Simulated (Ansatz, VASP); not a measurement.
# Two plane-wave programs on SiC

File INCAR:

```
PREC     = Accurate       # precision mode
ENCUT    = 520            # plane-wave cutoff, eV
EDIFF    = 1E-6           # SCF threshold, eV
ISMEAR   = 0              # smearing method
SIGMA    = 0.01           # smearing width, eV
LREAL    = False          # projectors in reciprocal space
LASPH    = True           # aspherical terms in the spheres
NELM     = 60             # most SCF steps
ALGO     = Normal         # electronic algorithm
ISIF     = 2              # what is computed and relaxed
LWAVE    = False          # write WAVECAR
LCHARG   = True           # write CHGCAR
GGA      = PE             # functional
LELF     = True           # ELF
LVHAR    = True         
NBANDS   = 11             # bands
```

File KPOINTS:

```
Automatic mesh
0
Gamma
  10 10 10
```

File POSCAR:

```
SiC
1.0
    0.0000000000      2.1780523476      2.1780523476
    2.1780523476      0.0000000000      2.1780523476
    2.1780523476      2.1780523476      0.0000000000
Si C
1 1
Direct
    0.0000000000      0.0000000000      0.0000000000
    0.2500000000      0.2500000000      0.2500000000
```

Input for Ansatz:

```yaml
crystal:
  lattice:
    - [0.0, 2.1780523476, 2.1780523476]
    - [2.1780523476, 0.0, 2.1780523476]
    - [2.1780523476, 2.1780523476, 0.0]
  atoms:
    - { symbol: Si, position: [0.0, 0.0, 0.0] }
    - { symbol: C, position: [0.25, 0.25, 0.25] }
kpoints:
  mp_grid: { grid: [10, 10, 10] }
hamiltonian:
  xc: pbe
scf:
  occupations: { method: fixed }
output:
  optics:
    e_range: [0, 13]
    de: 0.05
    sigma: 0.1
    bands: auto
    scissors: 1.176
```

Alike in both runs: task single point; functional PBE; k mesh 10 × 10 × 10; no spin polarisation.

|  | VASP | Ansatz |
| --- | --- | --- |
| version | VASP 6.6.1 | Ansatz 0.2.0 |
| potentials or method | VASP PAW PBE potentials, release 64 (Si, C) | plane waves, PAW |
| plane-wave cutoff (eV) | 520 | 420 |
| occupations | gaussian, width 0.01 eV | fixed |
| valence electrons in the cell | 8 | 8 |

```tsv
	VASP	Ansatz	Ansatz less VASP
gap on the k mesh at the Fermi level (eV)	1.36	1.36	+0.003
```
